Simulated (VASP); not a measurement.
## Cr: single point with PBE

Crystal: Cr.

```
Cr
1.0
     2.96174    0.00000    0.00000
     0.00000    2.96174    0.00000
     0.00000    0.00000    2.78779
Cr
2
Direct
  0.00000 0.00000 0.00000
  0.50000 0.50000 0.50000
```

This cell differs from its parent crystal: biaxial strain in the a-b plane: +4.0 %, then relaxed in part.

```
Program                : VASP 6.6.1
Task                   : single point
Functional             : PBE
Potentials or basis    : VASP PAW PBE potentials, release 64 (Cr_pv)
Cutoff                 : 520 eV
k mesh                 : 18 × 18 × 18
Occupations            : gaussian, width 0.1 eV
Spin                   : no spin polarisation
Dipole correction      : no
Further INCAR settings : ALGO = Fast; EDIFF = 1e-06; NBANDS = 19
```

| Quantity | Value |
| --- | --- |
| Pressure | -12.7 GPa |
| Band gap on the k mesh | zero (bands 12 and 13 overlap by 1.62 eV) |

Stress tensor (GPa, compression positive):
```
-18.94   0.00   0.00
  0.00 -18.94   0.00
  0.00   0.00  -0.37
```

Levels at points of the mesh, in eV from the Fermi level:
```
           k point  band 10  band 11  band 12  band 13  band 14  band 15
(0.00, 0.00, 0.00)    -1.15    -0.67    -0.67     0.78     1.28     2.22
(0.50, 0.00, 0.00)    -1.71    -0.49    -0.49    -0.10    -0.10     0.70
(0.50, 0.50, 0.00)    -1.88     0.63     0.63     0.70     0.70     1.20
(0.00, 0.00, 0.50)    -1.52    -0.57    -0.57    -0.57    -0.57     0.51
(0.50, 0.00, 0.50)    -2.45     1.05     1.05     1.17     1.17     1.60
(0.50, 0.50, 0.50)    -2.28    -2.03    -2.03     1.29     1.29     1.55
```

It took 9.4 min on 1 thread of AMD EPYC 7571, with other jobs on the host, peak memory 0.27 GiB.

Caveat: the cell differs from its parent crystal (biaxial strain in the a-b plane: +4.0 %, then relaxed in part); the stress differs along the axes, from -19 to -0 GPa; the run has no spin polarisation, though such a crystal can be magnetic. Spin polarisation is off, so any magnetic state and its effect on volume and gap are missing.
